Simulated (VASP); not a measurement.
Runs of VASP 6.6.1 on Ge. The structure is that of space group P6/mmm (No. 191), or close to it. The cells are those of the table. This isn't the form of Ge at room conditions, which is diamond.

```csv
cell,k mesh,gap on the mesh (eV),pressure (GPa)
"a = 4.812, b = 4.812, c = 2.699 Å, angles 90.0, 90.0, 120.0°, 3 atoms",9 × 9 × 13,none,(a)
"a = 4.878, b = 4.878, c = 2.736 Å, angles 90.0, 90.0, 120.0°, 3 atoms",8 × 8 × 11,none,-0.1
"a = 4.744, b = 4.744, c = 2.661 Å, angles 90.0, 90.0, 120.0°, 3 atoms",9 × 9 × 13,none,7.0
"a = 4.878, b = 4.878, c = 2.736 Å, angles 90.0, 90.0, 120.0°, 3 atoms",9 × 9 × 13,none,-0.1
"a = 4.674, b = 4.674, c = 2.622 Å, angles 90.0, 90.0, 120.0°, 3 atoms",9 × 9 × 13,none,11.8
```

Alike in all rows: task single point; level r2SCAN; potentials or basis VASP PAW PBE potentials, release 64 (Ge_d); no spin polarisation; cutoff (eV) 520; smearing fermi-dirac 0.1 eV.

**Question.** Fill in the values left out.

**Answer.** (a) 3.1.

Caveats: the PAW data sets were made with another functional, which shifts forces and pressure a little; the cell stands under pressure (at least some runs).

A k mesh can miss the band edges, and the runs leave out spin-orbit coupling on Ge.

A gap of «none» marks levels without a gap at the run's occupations.
